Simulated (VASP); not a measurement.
# NbAs (Fm-3m) in VASP: a series of runs

The runs below take NbAs through single point, with r2SCAN.

Program: VASP 6.6.1. These are calculated values, not measurements. Logs are shortened: lines on timing, memory, paths and dates and some standing lists are left out, and cuts for length are marked.

### Step 1. The cell of the first run

It takes space group Fm-3m (No. 225, cubic). The conventional cell has a = 5.188 Å, b = 5.188 Å, c = 5.188 Å, α = 90.00°, β = 90.00°, γ = 90.00°. Within 3.4 Å of Nb (site symmetry m-3m) lie 6 As at 2.59 Å. Within 3.4 Å of As (site symmetry m-3m) lie 6 Nb at 2.59 Å.

### Step 2. Single point, r2SCAN (volume scaled by 0.960)

File POSCAR:

```
NbAs
1.0
    0.0000000000      2.5938185286      2.5938185286
    2.5938185286      0.0000000000      2.5938185286
    2.5938185286      2.5938185286      0.0000000000
Nb As
1 1
Direct
    0.5000000000      0.5000000000      0.5000000000
    0.0000000000      0.0000000000      0.0000000000
```

File INCAR.step1:

```
ALGO = Normal
EDIFF = 1E-4
ENCUT = 520
GGA = PE
ISMEAR = 0
LASPH = T
LCHARG = F
LREAL = F
LWAVE = T
NBANDS = 16
NELM = 100
PREC = Accurate
SIGMA = 0.05
```

File INCAR.step2:

```
ALGO = Normal
EDIFF = 1E-6
ENCUT = 520
ISIF = 2
ISMEAR = 0
ISTART = 1
LASPH = T
LCHARG = F
LMIXTAU = T
LREAL = F
LWAVE = F
METAGGA = R2SCAN
NBANDS = 16
NELM = 100
PREC = Accurate
SIGMA = 0.05
```

File KPOINTS:

```
k-points
0
Gamma
  12 12 12
```

Potentials or basis: VASP PAW PBE potentials, release 64 (Nb_sv, As).

Command:

```
$ cat potpaw_PBE.64/Nb_sv/POTCAR potpaw_PBE.64/As/POTCAR > POTCAR
$ cp INCAR.step1 INCAR
$ mpirun -np 1 vasp_std > vasp.out
$ cp INCAR.step2 INCAR
$ mpirun -np 1 vasp_std > vasp.out
```

OUTCAR:

```text
EDIFF = 1E-6
   ENCUT = 520
   ISIF = 2
   ISMEAR = 0
   ISTART = 1
   LASPH = T
   LREAL = F
   METAGGA = R2SCAN
   NELM = 100
   PREC = Accurate

 ion  position               nearest neighbor table
   1  0.500  0.500  0.500-   2 2.59   2 2.59   2 2.59   2 2.59   2 2.59   2 2.59
   2  0.000  0.000  0.000-   1 2.59   1 2.59   1 2.59   1 2.59   1 2.59   1 2.59

  LATTYP: Found a face centered cubic cell.
 ALAT       =     5.1876370572

  Lattice vectors:

 A1 = (   0.0000000000,   2.5938185286,   2.5938185286)
 A2 = (   2.5938185286,   0.0000000000,   2.5938185286)
 A3 = (   2.5938185286,   2.5938185286,   0.0000000000)

Analysis of symmetry for initial positions (statically):
=====================================================================
 Subroutine PRICEL returns:
 Original cell was already a primitive cell.

 Routine SETGRP: Setting up the symmetry group for a
 face centered cubic supercell.

 Subroutine GETGRP returns: Found 48 space group operations
 (whereof 48 operations were pure point group operations)
 out of a pool of 48 trial point group operations.

The static configuration has the point symmetry O_h .

Analysis of symmetry for dynamics (positions and initial velocities):
=====================================================================
 Subroutine PRICEL returns:
 Original cell was already a primitive cell.

 Routine SETGRP: Setting up the symmetry group for a
 face centered cubic supercell.

 Subroutine GETGRP returns: Found 48 space group operations
 (whereof 48 operations were pure point group operations)
 out of a pool of 48 trial point group operations.

The dynamic configuration has the point symmetry O_h .

 Subroutine INISYM returns: Found 48 space group operations
 (whereof 48 operations are pure point group operations),
 and found     1 'primitive' translations

----------------------------------------------------------------------------------------

                                     Primitive cell

  volume of cell :      34.9019

  direct lattice vectors                    reciprocal lattice vectors
     0.000000000  2.593818529  2.593818529    -0.192765991  0.192765991  0.192765991
     2.593818529  0.000000000  2.593818529     0.192765991 -0.192765991  0.192765991
     2.593818529  2.593818529  0.000000000     0.192765991  0.192765991 -0.192765991

  length of vectors
     3.668213341  3.668213341  3.668213341     0.333880491  0.333880491  0.333880491

  position of ions in fractional coordinates (direct lattice)
     0.500000000  0.500000000  0.500000000
     0.000000000  0.000000000  0.000000000

  ion indices of the primitive-cell ions
   primitive index   ion index
                 1           1
                 2           2

----------------------------------------------------------------------------------------

 KPOINTS: k-points

Automatic generation of k-mesh.
 Grid dimensions read from file:
 generate k-points for:   12   12   12

 Generating k-lattice:

  Cartesian coordinates                     Fractional coordinates (reciprocal lattice)
    -0.016063833  0.016063833  0.016063833     0.083333333  0.000000000  0.000000000
     0.016063833 -0.016063833  0.016063833     0.000000000  0.083333333  0.000000000
     0.016063833  0.016063833 -0.016063833     0.000000000  0.000000000  0.083333333

  Length of vectors
     0.027823374  0.027823374  0.027823374

  Shift w.r.t. Gamma in fractional coordinates (k-lattice)
     0.000000000  0.000000000  0.000000000

 Subroutine IBZKPT returns following result:
 ===========================================

 Found     72 irreducible k-points:

 Following reciprocal coordinates:
            Coordinates               Weight
  0.000000  0.000000  0.000000      1.000000
  0.083333  0.000000  0.000000      8.000000
  0.166667  0.000000  0.000000      8.000000
  0.250000  0.000000  0.000000      8.000000
  0.333333  0.000000  0.000000      8.000000
  0.416667  0.000000  0.000000      8.000000
[... 16 lines left out ...]
  0.500000  0.166667  0.000000     24.000000
 -0.416667  0.166667  0.000000     24.000000
 [... further k-points ...]
   k-points           NKPTS =     72   k-points in BZ     NKDIM =     72   number of bands    NBANDS=     16
   number of dos      NEDOS =    301   number of ions     NIONS =      2
   total plane-waves  NPLWV =  21952
   dimension x,y,z NGX =    28 NGY =   28 NGZ =   28
   dimension x,y,z NGXF=    56 NGYF=   56 NGZF=   56
   ions per type =               1   1
   NGX,Y,Z   is equivalent  to a cutoff of  12.69, 12.69, 12.69 a.u.
   NGXF,Y,Z  is equivalent  to a cutoff of  25.38, 25.38, 25.38 a.u.
 SYSTEM =  unknown system
   PREC   = accura    normal or accurate (medium, high low for compatibility)
   ISTART =      1    job   : 0-new  1-cont  2-samecut
   ICHARG =      0    charge: 1-file 2-atom 10-const
   ISPIN  =      1    spin polarized calculation?
   LNONCOLLINEAR =      F non collinear calculations
   LSORBIT =      F    spin-orbit coupling
   LASPH  =      T    aspherical Exc in radial PAW
   ENCUT  =  520.0 eV  38.22 Ry    6.18 a.u.   6.82  6.82  6.82*2*pi/ulx,y,z
   NELM   =    100;   NELMIN=  2; NELMDL=  0     # of ELM steps
   EDIFF  = 0.1E-05   stopping-criterion for ELM
   LREAL  =      F    real-space projection
   EDIFFG = 0.1E-04   stopping-criterion for IOM
   NSW    =      0    number of steps for IOM
   IBRION =     -1    ionic relax: 0-MD 1-quasi-New 2-CG
   NFREE  =      0    steps in history (QN), initial steepest desc. (CG)
   ISIF   =      2    stress and relaxation
   ISYM   =      2    0-nonsym 1-usesym 2-fastsym
   POTIM  = 0.5000    time-step for ionic-motion
   TEBEG  =    0.0;   TEEND  =   0.0 temperature during run
   PSTRESS=    0.0 pullay stress
   NELECT =      18.0000    total number of electrons
   NUPDOWN=      -1.0000    fix difference up-down
   EMIN   =  10.00;   EMAX   =-10.00  energy-range for DOS
   EFERMI =   0.00;   METHOD = LEGACY
   ISMEAR =     0;   SIGMA  =   0.05  broadening in eV -4-tet -1-fermi 0-gaus
   EFERMI_NEDOS =   21; number of points for ismear=-14 and -15
   IALGO  =     38    algorithm
   IMIX   =      4    mixing-type and parameters
     AMIX     =   0.40;   BMIX     =  1.00
     AMIX_MAG =   1.60;   BMIX_MAG =  1.00
  volume/ion in A,a.u.               =      17.45       117.76
  Fermi-wavevector in a.u.,A,eV,Ry     =   1.312853  2.480932 23.450768  1.723583
  Thomas-Fermi vector in A             =   2.443216
   LORBIT       =      0    0 simple, 1 ext, 2 COOP (PROOUT), +10 PAW based schemes
   METAGGA = R2SCAN    functional components
   LHFCALC =     F    Hartree Fock is set to
   AEXX    =    0.0000 exact exchange contribution
   IVDW    =     0    specifies the selected vdW correction
   LEPSILON=     F    determine dielectric tensor
   LRPA    =     F    only Hartree local field effects (RPA)
 non-spin polarized calculation
 Gauss-broadening in eV      SIGMA  =   0.05
  energy-cutoff  :      520.00
  volume of cell :       34.90
 maximum number of plane-waves:       960
   NGX = 13   NGY = 13   NGZ = 13

 number of electron      18.0000001 magnetization

 Free energy of the ion-electron system (eV)
  ---------------------------------------------------
  ext. energy  EPLUGINS =         0.00000000
  ---------------------------------------------------
  free energy    TOTEN  =       -40.18969462 eV

  energy without entropy =      -40.18653786  energy(sigma->0) =      -40.18811624

 E-fermi :  10.3665     XC(G=0): -12.5439

 val. band max:       10.3600975036   @ k =   0.5000   0.1667   0.0833
 cond. band min:      10.4050823439   @ k =   0.5000   0.5000   0.0000
 fundamental gap:      0.0449848404
 Fermi energy:        10.3664995615

 k-point     1 :       0.0000    0.0000    0.0000
  band No.  band energies     occupation
      1     -47.2628      2.00000
      2     -22.6014      2.00000
      3     -22.6014      2.00000
      4     -22.6014      2.00000
      5      -4.0650      2.00000
      6       8.7350      2.00000
[... 8 lines left out ...]
     15      18.6769      0.00000
     16      24.2123      0.00000

 k-point     2 :       0.0833    0.0000    0.0000
  band No.  band energies     occupation
      1     -47.2616      2.00000
      2     -22.6171      2.00000
      3     -22.6024      2.00000
      4     -22.6024      2.00000
      5      -3.9453      2.00000
      6       8.1344      2.00000
[... 8 lines left out ...]
     15      18.8987      0.00000
     16      23.4837      0.00000

 k-point     3 :       0.1667    0.0000    0.0000
  band No.  band energies     occupation
      1     -47.2584      2.00000
      2     -22.6599      2.00000
      3     -22.6054      2.00000
      4     -22.6054      2.00000
      5      -3.5986      2.00000
      6       6.8909      2.00000
[... 8 lines left out ...]
     15      19.3540      0.00000
     16      22.6969      0.00000

 k-point     4 :       0.2500    0.0000    0.0000
  band No.  band energies     occupation
      1     -47.2539      2.00000
      2     -22.7176      2.00000
      3     -22.6093      2.00000
      4     -22.6093      2.00000
      5      -3.0635      2.00000
      6       5.5112      2.00000
[... 8 lines left out ...]
     15      20.5374      0.00000
     16      21.1017      0.00000

 k-point     5 :       0.3333    0.0000    0.0000
  band No.  band energies     occupation
      1     -47.2494      2.00000
      2     -22.7746      2.00000
      3     -22.6133      2.00000
      4     -22.6133      2.00000
      5      -2.4159      2.00000
      6       4.2286      2.00000
[... 8 lines left out ...]
     15      19.6140      0.00000
     16      19.6140      0.00000

 k-point     6 :       0.4167    0.0000    0.0000
  band No.  band energies     occupation
      1     -47.2462      2.00000
      2     -22.8158      2.00000
      3     -22.6162      2.00000
      4     -22.6162      2.00000
      5      -1.8085      2.00000
      6       3.2378      2.00000
[... 8 lines left out ...]
     15      18.4487      0.00000
     16      18.4487      0.00000

 k-point     7 :       0.5000    0.0000    0.0000
  band No.  band energies     occupation
      1     -47.2450      2.00000
      2     -22.8308      2.00000
      3     -22.6172      2.00000
      4     -22.6172      2.00000
      5      -1.5332      2.00000
      6       2.8351      2.00000
[... 8 lines left out ...]
     15      17.7560      0.00000
     16      17.7560      0.00000

 k-point     8 :       0.0833    0.0833    0.0000
  band No.  band energies     occupation
      1     -47.2612      2.00000
      2     -22.6150      2.00000
      3     -22.6065      2.00000
      4     -22.6065      2.00000
      5      -3.9083      2.00000
      6       7.7207      2.00000
[... 8 lines left out ...]
     15      18.9867      0.00000
     16      23.3122      0.00000

 k-point     9 :       0.1667    0.0833    0.0000
  band No.  band energies     occupation
      1     -47.2586      2.00000
      2     -22.6467      2.00000
      3     -22.6120      2.00000
      4     -22.6075      2.00000
      5      -3.6460      2.00000
      6       6.7239      2.00000
[... 8 lines left out ...]
     15      19.3703      0.00000
     16      22.3133      0.00000
[... 172 lines left out ...]
 k-point    19 :       0.1667    0.1667    0.0000
  band No.  band energies     occupation
      1     -47.2568      2.00000
      2     -22.6514      2.00000
      3     -22.6206      2.00000
      4     -22.6206      2.00000
      5      -3.4898      2.00000
      6       6.0244      2.00000
[... 8 lines left out ...]
     15      19.7514      0.00000
     16      21.9582      0.00000

 k-point    20 :       0.2500    0.1667    0.0000
  band No.  band energies     occupation
      1     -47.2534      2.00000
      2     -22.6882      2.00000
      3     -22.6287      2.00000
      4     -22.6252      2.00000
      5      -3.1529      2.00000
      6       5.3115      2.00000
[... 8 lines left out ...]
     15      20.3113      0.00000
     16      20.5804      0.00000

 k-point    21 :       0.3333    0.1667    0.0000
  band No.  band energies     occupation
      1     -47.2493      2.00000
      2     -22.7361      2.00000
      3     -22.6342      2.00000
      4     -22.6309      2.00000
      5      -2.6867      2.00000
      6       4.6477      2.00000
[... 8 lines left out ...]
     15      19.3998      0.00000
     16      20.7566      0.00000

 k-point    22 :       0.4167    0.1667    0.0000
  band No.  band energies     occupation
      1     -47.2456      2.00000
      2     -22.7783      2.00000
      3     -22.6402      2.00000
      4     -22.6357      2.00000
      5      -2.1814      2.00000
      6       4.0139      2.00000
[... 8 lines left out ...]
     15      18.2293      0.00000
     16      20.2974      0.00000

 k-point    23 :       0.5000    0.1667    0.0000
  band No.  band energies     occupation
      1     -47.2433      2.00000
      2     -22.8037      2.00000
      3     -22.6507      2.00000
      4     -22.6327      2.00000
      5      -1.7848      2.00000
      6       3.5057      2.00000
[... 8 lines left out ...]
     15      19.1589      0.00000
     16      20.1775      0.00000

 k-point    24 :      -0.4167    0.1667    0.0000
  band No.  band energies     occupation
      1     -47.2430      2.00000
      2     -22.8062      2.00000
      3     -22.6590      2.00000
      4     -22.6261      2.00000
      5      -1.6846      2.00000
      6       3.3611      2.00000
[... 8 lines left out ...]
     15      19.4539      0.00000
     16      20.1221      0.00000

 [... further k-points ...]
[... 5 lines left out ...]
  --------------------------------------------------------------------------------------
  -------------------------------------------------------------------------------------
  Total        1.4805177      1.4805177      1.4805177     -0.0000000      0.0000000      0.0000000
  in kB       67.9634509     67.9634509     67.9634509     -0.0000000      0.0000000      0.0000000
  external PRESSURE =      67.9634509 kB  Pullay stress =       0.0000000 kB

 VOLUME and BASIS-vectors are now :
 -----------------------------------------------------------------------------
  energy-cutoff  :      520.00
  volume of cell :       34.90
      direct lattice vectors                 reciprocal lattice vectors
     0.000000000  2.593818529  2.593818529    -0.192765991  0.192765991  0.192765991
     2.593818529  0.000000000  2.593818529     0.192765991 -0.192765991  0.192765991
     2.593818529  2.593818529  0.000000000     0.192765991  0.192765991 -0.192765991

 POSITION                                       TOTAL-FORCE (eV/Angst)
 -----------------------------------------------------------------------------------
      2.59382      2.59382      2.59382        -0.000000     -0.000000      0.000000
      0.00000      0.00000      0.00000         0.000000      0.000000     -0.000000
 -----------------------------------------------------------------------------------
    total drift:                                0.000000      0.000000      0.000000

  FREE ENERGIE OF THE ION-ELECTRON SYSTEM (eV)
  ---------------------------------------------------
  free  energy   TOTEN  =       -40.1896946199 eV

  energy  without entropy=      -40.1865378575  energy(sigma->0) =      -40.18811624
```

It took 1.9 min on 1 thread of Intel Xeon 6975P-C (Granite Rapids), shared host; peak memory 0.18 GiB.

What came out:

```
Free energy            : -40.1897 eV
Pressure               : 6.8 GPa
Band gap on the k mesh : zero (band 9 reaches 11.11 eV, above the bottom of band 10 at 8.97 eV)
```

Levels at points of the mesh, in eV from the Fermi level:
```tsv
k point	band 7	band 8	band 9	band 10	band 11	band 12
(0.00, 0.00, 0.00)	-1.63	-1.63	-1.03	-1.03	-0.26	-0.26
(0.50, 0.00, 0.00)	-4.88	-4.88	0.75	0.75	1.78	3.63
(0.50, 0.50, 0.00)	-3.51	-2.30	-2.30	0.04	1.50	1.50
```

Caveat: the PAW data sets were made with another functional, which shifts forces and pressure a little.

(Part 1 of 2 ends here.)
